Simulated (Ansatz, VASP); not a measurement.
**Two plane-wave programs on AsO**

Contents of INCAR:

```
PREC = Accurate
ENCUT = 600
EDIFF = 1E-7
ISMEAR = 0
SIGMA = 0.1
LREAL = F
LASPH = T
NELM = 60
ALGO = Normal
ISIF = 3
LWAVE = F
LCHARG = F
GGA = PE
IBRION = 2
NSW = 100
EDIFFG = -0.01
```

The input KPOINTS:

```
Automatic mesh
0
Gamma
  20 20 16
```

The input POSCAR:

```
AsO
1.0
    2.8732308990      0.0000000000      0.0000000000
    0.0000000000      2.8732308990      0.0000000000
    0.0000000000      0.0000000000      3.6948271243
As O
1 1
Direct
    0.0000000000      0.0000000000      0.5000000000
    0.0000000000      0.0000000000      0.0000000000
```

Input for Ansatz:

```yaml
crystal:
  lattice:
    - [2.873230899, 0.0, 0.0]
    - [0.0, 2.873230899, 0.0]
    - [0.0, 0.0, 3.6948271243]
  atoms:
    - { symbol: As, position: [0.0, 0.0, 0.5] }
    - { symbol: O, position: [0.0, 0.0, 0.0] }
basis:
  ecutwfc: 420
kpoints:
  mp_grid: { grid: [20, 20, 16] }
hamiltonian:
  xc: pbe
scf:
  occupations: { method: gaussian, width: 0.1 }
output:
  forces: true
  stress: true
  eigenvalues: true
relax:
  adjacent_minimum: "off"
  f_tol: 0.01
  max_steps: 80
  cell: { stress_tol: 0.05 }
```

Alike in both runs: task relaxation of cell and atoms; functional PBE; k mesh 20 × 20 × 16; occupations gaussian, width 0.1 eV; no spin polarisation.

```csv
,VASP,Ansatz
version,VASP 6.6.1,Ansatz 0.2.0
potentials or method,"VASP PAW PBE potentials, release 64 (As, O), cutoff 600 eV","scalar-relativistic, plane waves, PAW"
valence electrons in the cell,11,21
```

Ansatz gave:

| Quantity | Value |
| --- | --- |
| gap on the k mesh at the Fermi level, each at its own relaxed structure (eV) | none |
| relaxed volume (Å³/atom) | 15.33 |
| relaxed length of the cell vector where the two differ most in proportion (Å) | 3.697 |

**Question.** Estimate VASP's values.

**Answer.** gap on the k mesh at the Fermi level, each at its own relaxed structure (eV): none; relaxed volume (Å³/atom): 15.35; relaxed length of the cell vector where the two differ most in proportion (Å): 3.704.

A gap of «none» marks a metal or a gap that the smearing closes. VASP's potentials hold 11 valence electrons a cell and Ansatz's 21, so a difference there can come from the potentials and not from the codes.
